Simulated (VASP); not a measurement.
# CdTe (I-4m2) in VASP: a series of runs, part 2 of 2

VASP 6.6.1. Earlier steps stand in the parts before.

## 4. Single point, r2SCAN

This run uses another cell than the first one, of the same volume but with other edges.

File POSCAR:

```
CdTe
1.0
    0.0000000000      3.2953288313      3.0317025248
    3.2953288313      0.0000000000      3.0317025248
    3.2953288313      3.2953288313      0.0000000000
Cd Te
1 1
Direct
    0.0000000000      0.0000000000      0.0000000000
    0.7500000000      0.7500000000      0.7500000000
```

File INCAR.step1:

```
PREC     = Accurate       # precision mode
ENCUT    = 520            # plane-wave cutoff, eV
ISMEAR   = 0              # smearing method
SIGMA    = 0.05           # smearing width, eV
LREAL    = False          # projectors in reciprocal space
LASPH    = True           # aspherical terms in the spheres
NELM     = 80             # most SCF steps
NBANDS   = 16             # bands
GGA      = PE             # functional
ALGO     = Normal         # electronic algorithm
EDIFF    = 1E-4           # SCF threshold, eV
LWAVE    = True           # write WAVECAR
LCHARG   = False          # write CHGCAR
```

File INCAR.step2:

```
PREC     = Accurate       # precision mode
ENCUT    = 520            # plane-wave cutoff, eV
EDIFF    = 1E-7           # SCF threshold, eV
ISMEAR   = 0              # smearing method
SIGMA    = 0.05           # smearing width, eV
LREAL    = False          # projectors in reciprocal space
LASPH    = True           # aspherical terms in the spheres
NELM     = 80             # most SCF steps
ALGO     = Normal         # electronic algorithm
ISIF     = 2              # what is computed and relaxed
LWAVE    = False          # write WAVECAR
LCHARG   = True           # write CHGCAR
METAGGA  = R2SCAN         # meta-GGA
LMIXTAU  = True         
LELF     = True           # ELF
LVHAR    = True         
NBANDS   = 16             # bands
ISTART   = 1
```

File KPOINTS:

```
Automatic mesh
0
Gamma
  8 8 8
```

On the command line:

```sh
cat potpaw_PBE.64/Cd/POTCAR potpaw_PBE.64/Te/POTCAR > POTCAR
cp INCAR.step1 INCAR
mpirun -np 1 vasp_std > vasp.out
cp INCAR.step2 INCAR
mpirun -np 1 vasp_std > vasp.out
```

Wall time 2.1 min (1 thread of Intel Xeon 6975P-C (Granite Rapids), shared host); peak memory 0.25 GiB.

Results (log left out):

| Property | Result |
| --- | --- |
| Free energy | -46.5861 eV |
| Pressure | 3.2 GPa |
| Band gap on the k mesh | 1.20 eV |

Stress tensor (GPa, compression positive):
```
2.90 0.00 0.00
0.00 2.90 0.00
0.00 0.00 3.83
```

Levels at points of the mesh, in eV from the valence-band top:
```tsv
k point	band 5	band 6	band 7	band 8	band 9	band 10	band 11	band 12	band 13	band 14
(0.00, 0.00, 0.00)	-8.53	-8.51	-0.24	-0.24	0.00	1.20	4.87	4.90	4.90	7.85
(0.50, 0.00, 0.00)	-8.50	-8.12	-4.84	-1.20	-0.79	2.05	5.16	5.78	7.36	9.12
(0.50, 0.50, 0.00)	-8.48	-7.85	-4.37	-2.42	-2.42	2.37	2.44	9.80	9.80	9.90
(0.50, 0.00, 0.50)	-8.49	-8.02	-4.80	-2.10	-1.96	2.79	3.06	9.21	9.34	9.85
```

Caveat: the cell stands under pressure; the PAW data sets were made with another functional, which shifts forces and pressure a little; spin-orbit coupling is left out, which moves the levels of the heavy elements.

## 5. Single point, r2SCAN

This run uses another cell than the first one, of the same volume but with other edges.

File POSCAR:

```
CdTe
1.0
    0.0000000000      3.1047774262      3.4152551688
    3.1047774262      0.0000000000      3.4152551688
    3.1047774262      3.1047774262      0.0000000000
Cd Te
1 1
Direct
    0.0000000000      0.0000000000      0.0000000000
    0.7500000000      0.7500000000      0.7500000000
```

File INCAR.step1:

```
PREC = Accurate ; ENCUT = 520
ISMEAR = 0 ; SIGMA = 0.05
LREAL = F ; LASPH = T
NELM = 100 ; NBANDS = 16
GGA = PE ; ALGO = Normal
EDIFF = 1E-4 ; LWAVE = T
LCHARG = F
```

File INCAR.step2:

```
PREC = Accurate ; ENCUT = 520
EDIFF = 1E-6 ; ISMEAR = 0
SIGMA = 0.05 ; LREAL = F
LASPH = T ; NELM = 100
ALGO = Normal ; ISIF = 2
LWAVE = F ; LCHARG = F
METAGGA = R2SCAN ; LMIXTAU = T
NBANDS = 16 ; ISTART = 1
```

File KPOINTS:

```
regular mesh
0
Gamma
  8 8 8
```

On the command line:

```sh
cat potpaw_PBE.64/Cd/POTCAR potpaw_PBE.64/Te/POTCAR > POTCAR
cp INCAR.step1 INCAR
mpirun -np 1 vasp_std > vasp.out
cp INCAR.step2 INCAR
mpirun -np 1 vasp_std > vasp.out
```

Wall time 98 s (1 thread of Intel Xeon 6975P-C (Granite Rapids), shared host); peak memory 0.26 GiB.

The run converged. Its results:

```yaml
Free_energy: -46.5765 eV
Pressure: 3.2 GPa
Band_gap_on_the_k_mesh: 1.22 eV
```

Stress tensor (GPa, compression positive):
```
3.78 0.00 0.00
0.00 3.78 0.00
0.00 0.00 2.02
```

Levels at points of the mesh, in eV from the valence-band top:
```csv
k point,band 5,band 6,band 7,band 8,band 9,band 10,band 11,band 12,band 13,band 14
"(0.00, 0.00, 0.00)",-8.50,-8.48,-0.40,0.00,0.00,1.22,4.92,4.92,4.95,7.85
"(0.50, 0.00, 0.00)",-8.48,-8.09,-4.80,-1.22,-0.69,2.05,5.29,5.78,7.39,9.15
"(0.50, 0.50, 0.00)",-8.46,-8.05,-4.95,-1.83,-1.83,3.01,3.37,8.99,9.88,9.88
"(0.50, 0.00, 0.50)",-8.46,-7.87,-4.46,-2.35,-2.19,2.56,2.61,9.23,9.63,9.74
```

Caveat: the cell stands under pressure; the PAW data sets were made with another functional, which shifts forces and pressure a little; spin-orbit coupling is left out, which moves the levels of the heavy elements.

## 6. Single point, r2SCAN

This run uses another cell than the first one, of the same volume but with other edges.

File POSCAR:

```
CdTe
1.0
    0.0000000000      3.6999022328      2.4049364513
    3.6999022328      0.0000000000      2.4049364513
    3.6999022328      3.6999022328      0.0000000000
Cd Te
1 1
Direct
    0.0000000000      0.0000000000      0.0000000000
    0.7500000000      0.7500000000      0.7500000000
```

INCAR.step1: that of step 5 with these lines changed.

```diff
@@ -3,3 +3,3 @@
 LREAL = F ; LASPH = T
-NELM = 100 ; NBANDS = 16
+NELM = 80 ; NBANDS = 16
 GGA = PE ; ALGO = Normal
```

INCAR.step2: that of step 5 with these lines changed.

```diff
@@ -3,3 +3,3 @@
 SIGMA = 0.05 ; LREAL = F
-LASPH = T ; NELM = 100
+LASPH = T ; NELM = 80
 ALGO = Normal ; ISIF = 2
```

KPOINTS is that of step 5.

Potentials or basis: VASP PAW PBE potentials, release 64 (Cd, Te).

On the command line:

```sh
cat potpaw_PBE.64/Cd/POTCAR potpaw_PBE.64/Te/POTCAR > POTCAR
cp INCAR.step1 INCAR
mpirun -np 1 vasp_std > vasp.out
cp INCAR.step2 INCAR
mpirun -np 1 vasp_std > vasp.out
```

OUTCAR:

```text
PREC = Accurate
   ENCUT = 520
   EDIFF = 1E-6
   ISMEAR = 0
   LREAL = F
   LASPH = T
   NELM = 80
   ISIF = 2
   METAGGA = R2SCAN
   ISTART = 1

 ion  position               nearest neighbor table
   1  0.000  0.000  0.000-   2 2.88   2 2.88   2 2.88   2 2.88
   2  0.750  0.750  0.750-   1 2.88   1 2.88   1 2.88   1 2.88

  LATTYP: Found a body centered tetragonal cell.
 ALAT       =     5.2324519171
 C/A-ratio  =     0.9192388155

  Lattice vectors:

[... 641 lines left out ...]

 [... further k-points ...]

------------------------ aborting loop because EDIFF is reached ----------------------------------------

  FORCE on cell =-STRESS in cart. coord.  units (eV):
  Direction    XX          YY          ZZ          XY          YZ          ZX
  --------------------------------------------------------------------------------------
  -------------------------------------------------------------------------------------
  Total       -0.5595524     -0.5595524      0.8708370      0.0000000      0.0000000      0.0000000
  in kB      -13.6156138    -13.6156138     21.1901171      0.0000000      0.0000000      0.0000000
  external PRESSURE =      -2.0137035 kB  Pullay stress =       0.0000000 kB

 VOLUME and BASIS-vectors are now :
 -----------------------------------------------------------------------------
  energy-cutoff  :      520.00
  volume of cell :       65.84
      direct lattice vectors                 reciprocal lattice vectors
     0.000000000  3.699902233  2.404936451    -0.135138706  0.135138706  0.207905702
     3.699902233  0.000000000  2.404936451     0.135138706 -0.135138706  0.207905702
     3.699902233  3.699902233  0.000000000     0.135138706  0.135138706 -0.207905702

 POSITION                                       TOTAL-FORCE (eV/Angst)
 -----------------------------------------------------------------------------------
      0.00000      0.00000      0.00000        -0.000000     -0.000000     -0.000000
      5.54985      5.54985      3.60740         0.000000      0.000000      0.000000
 -----------------------------------------------------------------------------------
    total drift:                                0.000003      0.000003     -0.000002

  FREE ENERGIE OF THE ION-ELECTRON SYSTEM (eV)
  ---------------------------------------------------
  free  energy   TOTEN  =       -46.3939612319 eV

  energy  without entropy=      -46.3939612318  energy(sigma->0) =      -46.39396123
```

OUTCAR.step1:

```text
PREC = Accurate
   ENCUT = 520
   ISMEAR = 0
   LREAL = F
   LASPH = T
[... 678 lines left out ...]
 -----------------------------------------------------------------------------------
      0.00000      0.00000      0.00000        -0.000000     -0.000000     -0.000000
      5.54985      5.54985      3.60740         0.000000      0.000000      0.000000
 -----------------------------------------------------------------------------------
    total drift:                                0.000000      0.000000     -0.000000

  FREE ENERGIE OF THE ION-ELECTRON SYSTEM (eV)
  ---------------------------------------------------
  free  energy   TOTEN  =        -4.5445551807 eV

  energy  without entropy=       -4.5445175778  energy(sigma->0) =       -4.54453638
```

Run time: 96 s. Hardware: 1 thread of Intel Xeon 6975P-C (Granite Rapids), shared host; peak memory 0.26 GiB.

What came out:

- Free energy: -46.3940 eV
- Pressure: -0.2 GPa
- Band gap on the k mesh: 0.40 eV

Caveat: semilocal functionals underestimate gaps, and a narrow one can read as zero; the PAW data sets were made with another functional, which shifts forces and pressure a little; spin-orbit coupling is left out, which moves the levels of the heavy elements.

## 7. Overview

```tsv
cell	gap on the mesh (eV)	pressure (GPa)
a = 4.416, b = 4.416, c = 4.924 Å, angles 56.1, 56.1, 67.8°, 2 atoms	0.91	2.1
a = 4.816, b = 4.816, c = 4.153 Å, angles 64.5, 64.5, 51.1°, 2 atoms	0.53	2.2
a = 4.478, b = 4.478, c = 4.660 Å, angles 58.6, 58.6, 62.7°, 2 atoms	1.20	3.2
a = 4.616, b = 4.616, c = 4.391 Å, angles 61.6, 61.6, 56.8°, 2 atoms	1.22	3.2
a = 4.413, b = 4.413, c = 5.232 Å, angles 53.6, 53.6, 72.7°, 2 atoms	0.40	-0.2
```

Alike in all rows: task single point; level r2SCAN; potentials or basis VASP PAW PBE potentials, release 64 (Cd, Te); no spin polarisation; k mesh 8 × 8 × 8; cutoff (eV) 520; smearing gaussian 0.05 eV.

Caveats: the PAW data sets were made with another functional, which shifts forces and pressure a little; spin-orbit coupling is left out, which moves the levels of the heavy elements; semilocal functionals underestimate gaps, and a narrow one can read as zero (at least some runs); the cell stands under pressure (at least some runs); the stress differs along the axes, from -3 to 5 GPa (at least some runs).

Absolute energies hang on the potentials; compare differences alone.
